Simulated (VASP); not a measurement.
# CsCl (Pm-3m) in VASP: single point with r2SCAN

Aim: the single point of CsCl with r2SCAN.

Everything below comes from runs of VASP 6.6.1. Logs are shortened: lines on timing, memory, paths and dates and some standing lists are left out, and cuts for length are marked.

### Step 1. The cell of the first run

It takes space group Pm-3m (No. 221, cubic). Conventional cell: a = 4.152 Å, b = 4.152 Å, c = 4.152 Å, α = 90.00°, β = 90.00°, γ = 90.00°. Cs (site symmetry m-3m) has 8 Cl at 3.60 Å and 6 Cs at 4.15 Å within 4.7 Å. Within 4.7 Å of Cl (site symmetry m-3m) lie 8 Cs at 3.60 Å and 6 Cl at 4.15 Å.

### Step 2. Single point, r2SCAN

File POSCAR:

```
CsCl
1.0
    4.1516170000      0.0000000000      0.0000000000
    0.0000000000      4.1516170000      0.0000000000
    0.0000000000      0.0000000000      4.1516170000
Cs Cl
1 1
Direct
    0.0000000000      0.0000000000      0.0000000000
    0.5000000000      0.5000000000      0.5000000000
```

File INCAR.step1:

```
SYSTEM = CsCl
ALGO     = Normal         ! electronic algorithm
EDIFF    = 1E-5           ! SCF threshold, eV
ENCUT    = 550            ! plane-wave cutoff, eV
GGA      = PE             ! functional
GGA_COMPAT= .FALSE.      
ISMEAR   = -1             ! smearing method
LASPH    = .TRUE.         ! aspherical terms in the spheres
LCHARG   = .FALSE.        ! write CHGCAR
LREAL    = .FALSE.        ! projectors in reciprocal space
LWAVE    = .TRUE.         ! write WAVECAR
NBANDS   = 15             ! bands
NELM     = 120            ! most SCF steps
PREC     = Accurate       ! precision mode
SIGMA    = 0.1            ! smearing width, eV
```

File INCAR.step2:

```
SYSTEM = CsCl
ALGO     = Normal         ! electronic algorithm
EDIFF    = 1E-6           ! SCF threshold, eV
ENCUT    = 550            ! plane-wave cutoff, eV
GGA_COMPAT= .FALSE.      
ISIF     = 2              ! what is computed and relaxed
ISMEAR   = -1             ! smearing method
ISTART   = 1            
LASPH    = .TRUE.         ! aspherical terms in the spheres
LCHARG   = .FALSE.        ! write CHGCAR
LMIXTAU  = .TRUE.       
LREAL    = .FALSE.        ! projectors in reciprocal space
LWAVE    = .FALSE.        ! write WAVECAR
METAGGA  = R2SCAN         ! meta-GGA
NBANDS   = 15             ! bands
NELM     = 120            ! most SCF steps
PREC     = Accurate       ! precision mode
SIGMA    = 0.1            ! smearing width, eV
```

File KPOINTS:

```
k-points
0
G
  6 6 6
  0 0 0
```

Potentials or basis: VASP PAW PBE potentials, release 64 (Cs_sv, Cl).

Launch:

```bash
$ cat potpaw_PBE.64/Cs_sv/POTCAR potpaw_PBE.64/Cl/POTCAR > POTCAR
$ cp INCAR.step1 INCAR
$ mpirun -np 1 vasp_std > vasp.out
$ cp INCAR.step2 INCAR
$ mpirun -np 1 vasp_std > vasp.out
```

OUTCAR:

```text
SYSTEM = CsCl
   EDIFF = 1E-6
   ENCUT = 550
   ISIF = 2
   ISMEAR = -1
   ISTART = 1
   LASPH = .TRUE.
   LREAL = .FALSE.
   METAGGA = R2SCAN
   NELM = 120
   PREC = Accurate

 ion  position               nearest neighbor table
   1  0.000  0.000  0.000-
   2  0.500  0.500  0.500-

  LATTYP: Found a simple cubic cell.
 ALAT       =     4.1516170000

  Lattice vectors:

 A1 = (   4.1516170000,   0.0000000000,   0.0000000000)
 A2 = (   0.0000000000,   4.1516170000,   0.0000000000)
 A3 = (   0.0000000000,   0.0000000000,   4.1516170000)

Analysis of symmetry for initial positions (statically):
=====================================================================
 Subroutine PRICEL returns:
 Original cell was already a primitive cell.

 Routine SETGRP: Setting up the symmetry group for a
 simple cubic supercell.

 Subroutine GETGRP returns: Found 48 space group operations
 (whereof 48 operations were pure point group operations)
 out of a pool of 48 trial point group operations.

The static configuration has the point symmetry O_h .

Analysis of symmetry for dynamics (positions and initial velocities):
=====================================================================
 Subroutine PRICEL returns:
 Original cell was already a primitive cell.

 Routine SETGRP: Setting up the symmetry group for a
 simple cubic supercell.

 Subroutine GETGRP returns: Found 48 space group operations
 (whereof 48 operations were pure point group operations)
 out of a pool of 48 trial point group operations.

The dynamic configuration has the point symmetry O_h .

 Subroutine INISYM returns: Found 48 space group operations
 (whereof 48 operations are pure point group operations),
 and found     1 'primitive' translations

----------------------------------------------------------------------------------------

                                     Primitive cell

  volume of cell :      71.5570

  direct lattice vectors                    reciprocal lattice vectors
     4.151617000  0.000000000  0.000000000     0.240870003  0.000000000  0.000000000
     0.000000000  4.151617000  0.000000000     0.000000000  0.240870003  0.000000000
[... 84 lines left out ...]
   IBRION =     -1    ionic relax: 0-MD 1-quasi-New 2-CG
   NFREE  =      0    steps in history (QN), initial steepest desc. (CG)
   ISIF   =      2    stress and relaxation
   ISYM   =      2    0-nonsym 1-usesym 2-fastsym
   POTIM  = 0.5000    time-step for ionic-motion
   TEBEG  =    0.0;   TEEND  =   0.0 temperature during run
   PSTRESS=    0.0 pullay stress
   NELECT =      16.0000    total number of electrons
   NUPDOWN=      -1.0000    fix difference up-down
   EMIN   =  10.00;   EMAX   =-10.00  energy-range for DOS
   EFERMI =   0.00;   METHOD = LEGACY
   ISMEAR =    -1;   SIGMA  =   0.10  broadening in eV -4-tet -1-fermi 0-gaus
   EFERMI_NEDOS =   21; number of points for ismear=-14 and -15
   IALGO  =     38    algorithm
   IMIX   =      4    mixing-type and parameters
     AMIX     =   0.40;   BMIX     =  1.00
     AMIX_MAG =   1.60;   BMIX_MAG =  1.00
  volume/ion in A,a.u.               =      35.78       241.45
  Fermi-wavevector in a.u.,A,eV,Ry     =   0.993644  1.877715 13.433422  0.987329
  Thomas-Fermi vector in A             =   2.125540
   LORBIT       =      0    0 simple, 1 ext, 2 COOP (PROOUT), +10 PAW based schemes
   METAGGA = R2SCAN    functional components
   LHFCALC =     F    Hartree Fock is set to
   AEXX    =    0.0000 exact exchange contribution
   IVDW    =     0    specifies the selected vdW correction
   LEPSILON=     F    determine dielectric tensor
   LRPA    =     F    only Hartree local field effects (RPA)
 non-spin polarized calculation
  energy-cutoff  :      550.00
  volume of cell :       71.56
 maximum number of plane-waves:      2176
 NGX is ok and might be reduce to    32
   NGX = 15   NGY = 15   NGZ = 15

 number of electron      15.9999999 magnetization

 Free energy of the ion-electron system (eV)
  ---------------------------------------------------
  ext. energy  EPLUGINS =         0.00000000
  ---------------------------------------------------
  free energy    TOTEN  =       -35.52514575 eV

  energy without entropy =      -35.52514575  energy(sigma->0) =      -35.52514575

 E-fermi :   1.4716     XC(G=0):  -8.5726

 val. band max:       -0.7966572369   @ k =   0.0000   0.0000   0.0000
 cond. band min:       5.1196406906   @ k =   0.0000   0.0000   0.0000
 fundamental gap:      5.9162979275
 Fermi energy:         1.4716208907

 k-point     1 :       0.0000    0.0000    0.0000
  band No.  band energies     occupation
      1     -20.7116      2.00000
      2     -13.4971      2.00000
      3      -6.8347      2.00000
      4      -6.8347      2.00000
      5      -6.8347      2.00000
      6      -0.7967      2.00000
      7      -0.7967      2.00000
      8      -0.7967      2.00000
      9       5.1196      0.00000
     10       5.1196      0.00000
     11       5.1583      0.00000
     12       9.8759      0.00000
     13       9.8759      0.00000
     14       9.8759      0.00000
[... 329 lines left out ...]
      2     -13.3376      2.00000
      3      -7.3480      2.00000
      4      -7.3480      2.00000
      5      -7.3480      2.00000
      6      -1.8459      2.00000
      7      -1.8459      2.00000
      8      -1.8459      2.00000
      9       8.2924      0.00000
     10       8.2924      0.00000
     11       8.2924      0.00000
     12      10.3954      0.00000
     13      10.3954      0.00000
     14      10.3954      0.00000
     15      12.1607      0.00000

------------------------ aborting loop because EDIFF is reached ----------------------------------------

  FORCE on cell =-STRESS in cart. coord.  units (eV):
  Direction    XX          YY          ZZ          XY          YZ          ZX
  --------------------------------------------------------------------------------------
  -------------------------------------------------------------------------------------
  Total       -0.0492014     -0.0492014     -0.0492014      0.0000000     -0.0000000      0.0000000
  in kB       -1.1016320     -1.1016320     -1.1016320      0.0000000     -0.0000000      0.0000000
  external PRESSURE =      -1.1016320 kB  Pullay stress =       0.0000000 kB

 VOLUME and BASIS-vectors are now :
 -----------------------------------------------------------------------------
  energy-cutoff  :      550.00
  volume of cell :       71.56
      direct lattice vectors                 reciprocal lattice vectors
     4.151617000  0.000000000  0.000000000     0.240870003  0.000000000  0.000000000
     0.000000000  4.151617000  0.000000000     0.000000000  0.240870003  0.000000000
     0.000000000  0.000000000  4.151617000     0.000000000  0.000000000  0.240870003

 POSITION                                       TOTAL-FORCE (eV/Angst)
 -----------------------------------------------------------------------------------
      0.00000      0.00000      0.00000         0.000000      0.000000      0.000000
      2.07581      2.07581      2.07581         0.000000      0.000000      0.000000
 -----------------------------------------------------------------------------------
    total drift:                                0.000000      0.000000     -0.000000

  FREE ENERGIE OF THE ION-ELECTRON SYSTEM (eV)
  ---------------------------------------------------
  free  energy   TOTEN  =       -35.5251457506 eV

  energy  without entropy=      -35.5251457504  energy(sigma->0) =      -35.52514575
```

OUTCAR.step1:

```text
SYSTEM = CsCl
   EDIFF = 1E-5
   ENCUT = 550
   GGA = PE
   ISMEAR = -1
   LASPH = .TRUE.
   LREAL = .FALSE.
[... 573 lines left out ...]
      0.00000      0.00000      0.00000         0.000000      0.000000      0.000000
      2.07581      2.07581      2.07581         0.000000      0.000000      0.000000
 -----------------------------------------------------------------------------------
    total drift:                                0.000000      0.000000     -0.000000

  FREE ENERGIE OF THE ION-ELECTRON SYSTEM (eV)
  ---------------------------------------------------
  free  energy   TOTEN  =        -6.5350828782 eV

  energy  without entropy=       -6.5350828780  energy(sigma->0) =       -6.53508288
```

It took 89 s on 1 thread of Intel Xeon 8259CL, shared host; peak memory 0.19 GiB.

Results:

- Free energy: -35.5251 eV
- Pressure: -0.1 GPa
- Band gap on the k mesh: 5.92 eV, direct

Levels at points of the mesh, in eV from the valence-band top:
```
           k point  band 4  band 5  band 6  band 7  band 8  band 9  band 10  band 11  band 12  band 13
(0.00, 0.00, 0.00)   -6.04   -6.04    0.00    0.00    0.00    5.92     5.92     5.96    10.67    10.67
(0.50, 0.00, 0.00)   -5.90   -5.90   -1.11   -0.22   -0.22    6.94     8.20     9.52     9.89    10.12
(0.50, 0.50, 0.00)   -6.78   -5.82   -0.43   -0.43   -0.05    6.54     6.63     8.61     8.61    12.67
(0.50, 0.50, 0.50)   -6.55   -6.55   -1.05   -1.05   -1.05    9.09     9.09     9.09    11.19    11.19
```

Caveat: the PAW data sets were made with another functional, which shifts forces and pressure a little; spin-orbit coupling is left out, which moves the levels of the heavy elements.
